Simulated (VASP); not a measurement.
A run of VASP 6.6.1:

Contents of INCAR:

```
ALGO     = Normal         # electronic algorithm
EDIFF    = 1E-6           # SCF threshold, eV
EDIFFG   = -0.01          # ionic threshold
ENCUT    = 600            # plane-wave cutoff, eV
GGA      = PS             # functional
IBRION   = 2              # ionic algorithm
ISIF     = 3              # what is computed and relaxed
ISMEAR   = -1             # smearing method
LASPH    = T              # aspherical terms in the spheres
LCHARG   = F              # write CHGCAR
LREAL    = F              # projectors in reciprocal space
LWAVE    = F              # write WAVECAR
NELM     = 80             # most SCF steps
NSW      = 100            # ionic steps
PREC     = Accurate       # precision mode
SIGMA    = 0.03           # smearing width, eV
```

KPOINTS

```
k-points
0
Gamma
  6 6 4
```

POSCAR

```
K2H3Au
1.0
    4.4162066800      0.0000000000      0.0000000000
   -2.2081033400      3.8245471700      0.0000000000
    0.0000000000      0.0000000000      7.3990940300
K H Au
2 3 1
Direct
    0.6666666700      0.3333333300      0.7006975400
    0.3333333300      0.6666666700      0.2993024600
    0.6666666700      0.3333333300      0.3462188300
    0.3333333300      0.6666666700      0.6537811700
    0.0000000000      0.0000000000      0.5000000000
    0.0000000000      0.0000000000      0.0000000000
```

Potentials or basis: VASP PAW PBE potentials, release 64 (K_sv, H, Au).

Launch:

```bash
$ cat potpaw_PBE.64/K_sv/POTCAR potpaw_PBE.64/H/POTCAR potpaw_PBE.64/Au/POTCAR > POTCAR
$ mpirun -np 1 vasp_std > vasp.out
```

Hardware: 1 thread of Intel(R) Xeon(R) Platinum 8259CL CPU @ 2.50GHz (Skylake/Cascade Lake), with other jobs on the host.

Q: How long does it take, and how much memory?

A: Run time: 31 min on 1 thread of Intel(R) Xeon(R) Platinum 8259CL CPU @ 2.50GHz (Skylake/Cascade Lake) (shared host), peak memory 0.33 GiB. Counts: scf iterations 355, k points 24, ion steps 41.
